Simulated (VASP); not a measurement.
# CsCl (Pm-3m) in VASP: notebook

CsCl is run at these levels: PBEsol; tasks: single point.

Everything below comes from runs of VASP 6.6.1. Logs are shortened: lines on timing, memory, paths and dates and some standing lists are left out, and cuts for length are marked.

### 1 The cell of the first run

Symmetry: Pm-3m, No. 221, cubic system. Conventional cell: a = 4.305 Å, b = 4.305 Å, c = 4.305 Å, α = 90.00°, β = 90.00°, γ = 90.00°. Cs (site symmetry m-3m) has 8 Cl at 3.73 Å and 6 Cs at 4.31 Å within 4.9 Å. Within 4.9 Å of Cl (site symmetry m-3m) lie 8 Cs at 3.73 Å and 6 Cl at 4.31 Å.

### 2 Single point, PBEsol (Rb replaced by Cs, lengths x 1.045, strained)

Input file INCAR:

```
  PREC = Accurate
  ENCUT = 500
  EDIFF = 1E-6
  ISMEAR = 0
  SIGMA = 0.1
  LREAL = F
  LASPH = T
  NELM = 120
  ALGO = Normal
  ISIF = 2
  LWAVE = F
  LCHARG = F
  GGA = PS
  NBANDS = 15
  GGA_COMPAT = F
```

Input file KPOINTS:

```
regular mesh
0
Gamma
  4 4 4
```

Input file POSCAR:

```
CsCl
1.0
    4.3052936730      0.0000000000      0.0000000000
    0.0000000000      4.3052936730      0.0000000000
    0.0000000000      0.0000000000      4.3052936730
Cs Cl
1 1
Direct
    0.0000000000      0.0000000000      0.0000000000
    0.5000000000      0.5000000000      0.5000000000
```

Potentials or basis: VASP PAW PBE potentials, release 64 (Cs_sv, Cl).

Launch:

```
> cat potpaw_PBE.64/Cs_sv/POTCAR potpaw_PBE.64/Cl/POTCAR > POTCAR
> mpirun -np 1 vasp_std > vasp.out
```

OUTCAR:

```text
PREC = Accurate
   ENCUT = 500
   EDIFF = 1E-6
   ISMEAR = 0
   LREAL = F
   LASPH = T
   NELM = 120
   ISIF = 2
   GGA = PS

 ion  position               nearest neighbor table
   1  0.000  0.000  0.000-
   2  0.500  0.500  0.500-

  LATTYP: Found a simple cubic cell.
 ALAT       =     4.3052936730

  Lattice vectors:

 A1 = (   4.3052936730,   0.0000000000,   0.0000000000)
 A2 = (   0.0000000000,   4.3052936730,   0.0000000000)
 A3 = (   0.0000000000,   0.0000000000,   4.3052936730)

Analysis of symmetry for initial positions (statically):
=====================================================================
 Subroutine PRICEL returns:
 Original cell was already a primitive cell.

 Routine SETGRP: Setting up the symmetry group for a
 simple cubic supercell.

 Subroutine GETGRP returns: Found 48 space group operations
 (whereof 48 operations were pure point group operations)
 out of a pool of 48 trial point group operations.

The static configuration has the point symmetry O_h .

Analysis of symmetry for dynamics (positions and initial velocities):
=====================================================================
 Subroutine PRICEL returns:
 Original cell was already a primitive cell.

 Routine SETGRP: Setting up the symmetry group for a
 simple cubic supercell.

 Subroutine GETGRP returns: Found 48 space group operations
 (whereof 48 operations were pure point group operations)
 out of a pool of 48 trial point group operations.

The dynamic configuration has the point symmetry O_h .

 Subroutine INISYM returns: Found 48 space group operations
 (whereof 48 operations are pure point group operations),
 and found     1 'primitive' translations

----------------------------------------------------------------------------------------

                                     Primitive cell

  volume of cell :      79.8010

  direct lattice vectors                    reciprocal lattice vectors
     4.305293673  0.000000000  0.000000000     0.232272192  0.000000000  0.000000000
     0.000000000  4.305293673  0.000000000     0.000000000  0.232272192  0.000000000
     0.000000000  0.000000000  4.305293673     0.000000000  0.000000000  0.232272192

  length of vectors
     4.305293673  4.305293673  4.305293673     0.232272192  0.232272192  0.232272192

  position of ions in fractional coordinates (direct lattice)
     0.000000000  0.000000000  0.000000000
     0.500000000  0.500000000  0.500000000

  ion indices of the primitive-cell ions
[... 70 lines left out ...]
   PSTRESS=    0.0 pullay stress
   NELECT =      16.0000    total number of electrons
   NUPDOWN=      -1.0000    fix difference up-down
   EMIN   =  10.00;   EMAX   =-10.00  energy-range for DOS
   EFERMI =   0.00;   METHOD = LEGACY
   ISMEAR =     0;   SIGMA  =   0.10  broadening in eV -4-tet -1-fermi 0-gaus
   EFERMI_NEDOS =   21; number of points for ismear=-14 and -15
   IALGO  =     38    algorithm
   IMIX   =      4    mixing-type and parameters
     AMIX     =   0.40;   BMIX     =  1.00
     AMIX_MAG =   1.60;   BMIX_MAG =  1.00
  volume/ion in A,a.u.               =      39.90       269.26
  Fermi-wavevector in a.u.,A,eV,Ry     =   0.958176  1.810690 12.491531  0.918102
  Thomas-Fermi vector in A             =   2.087260
   LORBIT       =      0    0 simple, 1 ext, 2 COOP (PROOUT), +10 PAW based schemes
   GGA     = PS    functional components
   LHFCALC =     F    Hartree Fock is set to
   AEXX    =    0.0000 exact exchange contribution
   IVDW    =     0    specifies the selected vdW correction
   LEPSILON=     F    determine dielectric tensor
   LRPA    =     F    only Hartree local field effects (RPA)
 non-spin polarized calculation
 Gauss-broadening in eV      SIGMA  =   0.10
  energy-cutoff  :      500.00
  volume of cell :       79.80
 maximum number of plane-waves:      2048
 NGX is ok and might be reduce to    32
   NGX = 15   NGY = 15   NGZ = 15

 number of electron      16.0000005 magnetization

 Free energy of the ion-electron system (eV)
  ---------------------------------------------------
  ext. energy  EPLUGINS =         0.00000000
  ---------------------------------------------------
  free energy    TOTEN  =        -6.75623724 eV

  energy without entropy =       -6.75623724  energy(sigma->0) =       -6.75623724

 E-fermi :  -0.5494     XC(G=0):  -7.8740

 val. band max:       -1.0195014127   @ k =   0.0000   0.0000   0.0000
 cond. band min:       3.5151514800   @ k =   0.0000   0.0000   0.0000
 fundamental gap:      4.5346528927
 Fermi energy:        -0.5494124552

 k-point     1 :       0.0000    0.0000    0.0000
  band No.  band energies     occupation
      1     -20.6021      2.00000
      2     -13.0153      2.00000
      3      -7.1466      2.00000
      4      -7.1466      2.00000
      5      -7.1466      2.00000
      6      -1.0195      2.00000
      7      -1.0195      2.00000
      8      -1.0195      2.00000
      9       3.5152      0.00000
     10       4.3410      0.00000
     11       4.3410      0.00000
     12       8.4998      0.00000
     13       8.4998      0.00000
     14       8.4998      0.00000
[... 149 lines left out ...]
      2     -12.8878      2.00000
      3      -7.5436      2.00000
      4      -7.5436      2.00000
      5      -7.5436      2.00000
      6      -1.8609      2.00000
      7      -1.8609      2.00000
      8      -1.8609      2.00000
      9       6.8514      0.00000
     10       6.8514      0.00000
     11       6.8514      0.00000
     12       8.6279      0.00000
     13       8.6279      0.00000
     14       8.6279      0.00000
     15      10.5327      0.00000

------------------------ aborting loop because EDIFF is reached ----------------------------------------

  FORCE on cell =-STRESS in cart. coord.  units (eV):
  Direction    XX          YY          ZZ          XY          YZ          ZX
  --------------------------------------------------------------------------------------
  -------------------------------------------------------------------------------------
  Total       -0.9945738     -0.9945738     -0.9945738     -0.0000000     -0.0000000      0.0000000
  in kB      -19.9682145    -19.9682145    -19.9682145     -0.0000000     -0.0000000      0.0000000
  external PRESSURE =     -19.9682145 kB  Pullay stress =       0.0000000 kB

 VOLUME and BASIS-vectors are now :
 -----------------------------------------------------------------------------
  energy-cutoff  :      500.00
  volume of cell :       79.80
      direct lattice vectors                 reciprocal lattice vectors
     4.305293673  0.000000000  0.000000000     0.232272192  0.000000000  0.000000000
     0.000000000  4.305293673  0.000000000     0.000000000  0.232272192  0.000000000
     0.000000000  0.000000000  4.305293673     0.000000000  0.000000000  0.232272192

 POSITION                                       TOTAL-FORCE (eV/Angst)
 -----------------------------------------------------------------------------------
      0.00000      0.00000      0.00000         0.000000      0.000000      0.000000
      2.15265      2.15265      2.15265         0.000000      0.000000      0.000000
 -----------------------------------------------------------------------------------
    total drift:                                0.000000      0.000000     -0.000000

  FREE ENERGIE OF THE ION-ELECTRON SYSTEM (eV)
  ---------------------------------------------------
  free  energy   TOTEN  =        -6.7562372439 eV

  energy  without entropy=       -6.7562372439  energy(sigma->0) =       -6.75623724
```

Wall time 19 s (1 thread of Intel Xeon 8259CL, shared host); peak memory 0.17 GiB.

Results:

```yaml
Free_energy: -6.7562 eV
Pressure: -2.0 GPa
Band_gap_on_the_k_mesh: 4.53 eV, direct
```

Caveat: the cell differs from its parent crystal (Rb replaced by Cs, lengths x 1.045, strained); the PAW data sets were made with another functional, which shifts forces and pressure a little; spin-orbit coupling is left out, which moves the levels of the heavy elements.

### 3 Single point, PBEsol (Rb replaced by Cs, lengths x 1.045, strained)

Input file INCAR:

```
SYSTEM = CsCl
PREC = Accurate
ENCUT = 500
EDIFF = 1E-6
ISMEAR = 0
SIGMA = 0.02
LREAL = .False.
LASPH = .True.
NELM = 120
ALGO = Normal
ISIF = 2
LWAVE = .False.
LCHARG = .False.
GGA = PS
NBANDS = 15
GGA_COMPAT = .False.
```

Input file KPOINTS:

```
Automatic mesh
0
Gamma
  6 6 6
  0 0 0
```

POSCAR is that of step 2.

Potentials or basis: VASP PAW PBE potentials, release 64 (Cs_sv, Cl).

Launch:

```
> cat potpaw_PBE.64/Cs_sv/POTCAR potpaw_PBE.64/Cl/POTCAR > POTCAR
> mpirun -np 1 vasp_std > vasp.out
```

Wall time 26 s (1 thread of Intel Xeon 8259CL, shared host); peak memory 0.18 GiB.

It converged, with:

```
Free energy            : -6.7566 eV
Pressure               : -2.0 GPa
Band gap on the k mesh : 4.54 eV, direct
```

Levels at points of the mesh, in eV from the valence-band top:
```
           k point  band 4  band 5  band 6  band 7  band 8  band 9  band 10  band 11  band 12  band 13
(0.00, 0.00, 0.00)   -6.13   -6.13    0.00    0.00    0.00    4.54     5.36     5.36     9.52     9.52
(0.50, 0.00, 0.00)   -6.04   -6.04   -0.96   -0.14   -0.14    6.24     6.88     7.90     8.91     8.91
(0.50, 0.50, 0.00)   -6.67   -5.98   -0.40   -0.40    0.00    5.68     5.77     7.71     7.71    10.67
(0.50, 0.50, 0.50)   -6.52   -6.52   -0.84   -0.84   -0.84    7.87     7.87     7.87     9.65     9.65
```

Caveat: the cell differs from its parent crystal (Rb replaced by Cs, lengths x 1.045, strained); the PAW data sets were made with another functional, which shifts forces and pressure a little; spin-orbit coupling is left out, which moves the levels of the heavy elements.
